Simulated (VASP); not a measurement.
Wanted: the native input for a VASP 6.6.1 run.

* Task: single point
* Functional: PBEsol
* Potentials or basis: VASP PAW PBE potentials, release 64 (C)
* Cutoff: 520 eV
* k mesh: 18 × 18 × 6
* Occupations: gaussian, width 0.15 eV
* Spin: no spin polarisation
* Dipole correction: no
* Further INCAR settings: ALGO = Normal; EDIFF = 1e-06; NBANDS = 16

The structure of C lies in POSCAR:

```
C
1.0
    1.1434113954     -2.0296566851      0.0000000000
    1.1434113954      2.0296566851      0.0000000000
    0.0000000000      0.0000000000      7.3778182888
C
4
Direct
    0.0833216498      0.9166783502      0.7498439858
    0.5833216498      0.4166783502      0.2501560142
    0.9166783502      0.0833216498      0.2501560142
    0.4166783502      0.5833216498      0.7498439858
```

This cell differs from its parent crystal: normal strain along x -0.0700, normal strain along y -0.0467.

One way to write it, as run:

INCAR

```
ALGO     = Normal         # electronic algorithm
EDIFF    = 1E-6           # SCF threshold, eV
ENCUT    = 520            # plane-wave cutoff, eV
GGA      = PS             # functional
ISIF     = 2              # what is computed and relaxed
ISMEAR   = 0              # smearing method
LASPH    = True           # aspherical terms in the spheres
LCHARG   = False          # write CHGCAR
LREAL    = False          # projectors in reciprocal space
LWAVE    = False          # write WAVECAR
NBANDS   = 16             # bands
NELM     = 80             # most SCF steps
PREC     = Accurate       # precision mode
SIGMA    = 0.15           # smearing width, eV
```

KPOINTS

```
k-points
0
Gamma
  18 18 6
```

Potentials or basis: VASP PAW PBE potentials, release 64 (C).

Launch:

```sh
$ cat potpaw_PBE.64/C/POTCAR > POTCAR
$ mpirun -np 1 vasp_std > vasp.out
```

Results of the run:

```json
{"Pressure": "60.4 GPa", "Largest force": "0.725 eV/Å"}
```

Caveat: the cell differs from its parent crystal (normal strain along x -0.0700, normal strain along y -0.0467); the stress differs along the axes, from -0 to 105 GPa; this functional lacks dispersion, which binds layers or chains, so the pressure and a relaxed spacing across them are unreliable; the PAW data sets were made with another functional, which shifts forces and pressure a little.

Run time: 120 s on 1 thread of Intel(R) Xeon(R) Platinum 8488C (Sapphire Rapids), on a shared host, peak memory 0.25 GiB.
